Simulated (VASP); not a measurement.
MoS2: single point with r2SCAN+U

Crystal: MoS2.

```
Mo S
1.0
     1.58550    0.91539    6.11500
    -1.58550    0.91539    6.11500
     0.00000   -1.83078    6.11500
Mo S
1 2
Direct
  0.00000 0.00000 0.00000
  0.75000 0.75000 0.75000
  0.25000 0.25000 0.25000
```

* Program: VASP 6.6.1
* Task: single point
* Functional: r2SCAN
* Potentials or basis: VASP PAW PBE potentials, release 64 (Mo_sv, S)
* Cutoff: 520 eV
* k mesh: 7 × 7 × 7
* Occupations: gaussian, width 0.05 eV
* Spin: collinear spin
* Starting moments: [1.47, -0.04, -0.04] μB
* Hubbard terms: Mo d U = 4.0 eV

```yaml
Pressure: 10.4 GPa
Largest_force: 1.048 eV/Å
Net_moment: 0.16 μB per cell
Site_moments: Mo +0.17; S -0.01 μB
Valence_electrons_inside_the_program's_atomic_spheres: Mo 12.38; S 3.74
```

Forces in eV/Å, atoms in the order of the input:
```
Mo   0.000  0.000  0.000
S    0.000  0.000  1.048
S    0.000  0.000 -1.048
```

Stress tensor (GPa, compression positive):
```
10.34  0.00  0.00
 0.00 10.34  0.00
 0.00  0.00 10.51
```

Levels at points of the mesh, in eV from the Fermi level:
Spin up:
| k point | band 10 | band 11 | band 12 | band 13 | band 14 | band 15 | band 16 | band 17 |
| --- | --- | --- | --- | --- | --- | --- | --- | --- |
| (0.00, 0.00, 0.00) | -2.08 | -1.69 | -1.69 | -0.91 | -0.47 | -0.47 | 3.48 | 3.48 |
Spin down:
| k point | band 9 | band 10 | band 11 | band 12 | band 13 | band 14 | band 15 | band 16 | band 17 | band 18 |
| --- | --- | --- | --- | --- | --- | --- | --- | --- | --- | --- |
| (0.00, 0.00, 0.00) | -4.41 | -2.12 | -1.54 | -0.73 | -0.73 | -0.47 | -0.47 | 3.52 | 3.52 | 6.47 |

Eigenvalues of the final occupation matrices:
```tsv
site	spin	trace	eigenvalues
site 1 d	1	2.02	0.30 0.37 0.37 0.49 0.49
site 1 d	2	1.86	0.30 0.30 0.40 0.40 0.45
```

It took 39 min on 1 thread of Intel Xeon 8259CL, with other jobs on the host, peak memory 0.51 GiB.

Caveat: the cell stands under pressure; the PAW data sets were made with another functional, which shifts forces and pressure a little.
